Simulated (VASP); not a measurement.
Runs of VASP 6.6.1 on Ir. The structure is that of space group Fm-3m (No. 225), or close to it. The cells are those of the table. 

```csv
cell,k mesh,smearing,gap on the mesh (eV),pressure (GPa)
"a = 2.719 Å, angles 60.0°, 1 atom",14 × 14 × 14,methfessel-paxton 1 eV,none,(a)
"a = 2.719 Å, angles 60.0°, 1 atom",14 × 14 × 14,methfessel-paxton 0.6 eV,none,-1.3
"a = 2.719 Å, angles 60.0°, 1 atom",15 × 15 × 15,fermi-dirac 0.1 eV,none,-1.3
"a = 2.719 Å, angles 60.0°, 1 atom",20 × 20 × 20,fermi-dirac 0.1 eV,none,-1.2
"a = 2.755 Å, angles 60.0°, 1 atom",23 × 23 × 23,fermi-dirac 0.1 eV,none,-14.5
"a = 2.719 Å, angles 60.0°, 1 atom",14 × 14 × 14,methfessel-paxton 0.3 eV,none,-1.2
```

Alike in all rows: task single point; level r2SCAN; potentials or basis VASP PAW PBE potentials, release 64 (Ir_sv_GW); no spin polarisation; cutoff (eV) 620.

Q: Fill in the values left out.

A: (a) -1.1.

Caveats: the PAW data sets were made with another functional, which shifts forces and pressure a little; spin-orbit coupling is left out, which moves the levels of the heavy elements; so wide a smearing shifts energies and pressures (at least some runs); the cell stands under tension (at least some runs).

A k mesh can miss the band edges, and the runs leave out spin-orbit coupling on Ir.

A gap of «none» marks levels without a gap at the run's occupations.
